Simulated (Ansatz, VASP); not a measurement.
**CuNi3: VASP beside Ansatz**

```
CELL_PARAMETERS angstrom
-1.77932 1.77932 3.51483
1.77932 -1.77932 3.51483
1.77932 1.77932 -3.51483
ATOMIC_POSITIONS crystal
Cu 0.00000 0.00000 0.00000
Ni 0.50000 0.50000 0.00000
Ni 0.25000 0.75000 0.50000
Ni 0.75000 0.25000 0.50000
```

Change from the starting cell: volume scaled by 1.04.

Alike in both runs: task single point; functional PBEsol; k mesh 11 × 11 × 11; occupations fermi-dirac, width 0.05 eV; collinear spin.

```csv
,VASP,Ansatz
version,VASP 6.6.1,Ansatz 0.2.0
potentials or method,"VASP PAW PBE potentials, release 64 (Cu, Ni), cutoff 520 eV","all-electron LAPW, scalar-relativistic"
```

Ansatz gave:

| Property | Result |
| --- | --- |
| gap on the k mesh at the Fermi level (eV) | none |
| pressure (GPa) | -9.5 |
| traceless stress, the component that is largest in VASP (GPa) | 0.40 |
| net moment per atom (μB) | 0.39 |
| size of the moment on the site where the two differ most (μB) | 0.57 |

What did VASP give for the same quantities?

gap on the k mesh at the Fermi level (eV): none; pressure (GPa): -9.2; traceless stress, the component that is largest in VASP (GPa): 0.41; net moment per atom (μB): 0.38; size of the moment on the site where the two differ most (μB): 0.54.

VASP's potentials were made for PBE, not for PBEsol. Site moments also hang on the region over which each program counts them. A gap of «none» marks a metal or a gap that the smearing closes. Ansatz ran all-electron here, and VASP with PAW potentials.
